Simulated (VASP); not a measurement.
Set up this calculation in VASP 6.6.1, as the native input.

- Task: single point
- Functional: LDA
- Potentials or basis: VASP PAW LDA potentials, release 64 (Sc_sv, F)
- Cutoff: 520 eV
- k mesh: 6 × 6 × 6
- Occupations: gaussian, width 0.05 eV
- Spin: no spin polarisation
- Dipole correction: no
- Further INCAR settings: ALGO = Normal; EDIFF = 1e-06; NBANDS = 24

The structure of ScF3 lies in POSCAR:

```
ScF3
1.0
    4.0124500000      0.0000000000      0.0000000000
    0.0000000000      4.0124500000      0.0000000000
    0.0000000000      0.0000000000      4.0124500000
Sc F
1 3
Direct
    0.0000000000      0.0000000000      0.0000000000
    0.4688469638      0.0000000000      0.0000000000
   -0.0311530362      0.5000000000      0.0000000000
   -0.0311530362      0.0000000000      0.5000000000
```

This cell differs from its parent crystal: all F atoms moved +0.125 Å, as atom 2 towards its neighbour atom 1 (Sc) at 2.006 Å.

One way to write it, as run:

INCAR

```
  PREC = Accurate
  ENCUT = 520
  EDIFF = 1E-6
  ISMEAR = 0
  SIGMA = 0.05
  LREAL = F
  LASPH = T
  NELM = 60
  ALGO = Normal
  ISIF = 2
  LWAVE = F
  LCHARG = F
  NBANDS = 24
```

KPOINTS

```
Automatic mesh
0
Gamma
  6 6 6
```

Potentials or basis: VASP PAW LDA potentials, release 64 (Sc_sv, F).

The run is started by

```sh
$ cat potpaw_LDA.64/Sc_sv/POTCAR potpaw_LDA.64/F/POTCAR > POTCAR
$ mpirun -np 1 vasp_std > vasp.out
```

It gave:

```json
{"Pressure": "-1.4 GPa", "Largest force": "1.368 eV/Å", "Band gap on the k mesh": "6.21 eV, indirect (least direct gap 6.76 eV)"}
```

Caveat: the cell differs from its parent crystal (all F atoms moved +0.125 Å, as atom 2 towards its neighbour atom 1 (Sc) at 2.006 Å); forces of over 1 eV/Å act on the atoms, so gaps and moduli don't describe the material at rest.

Wall time 40 s on 1 thread of Intel(R) Xeon(R) Platinum 8488C (Sapphire Rapids), on a shared host, peak memory 0.17 GiB.
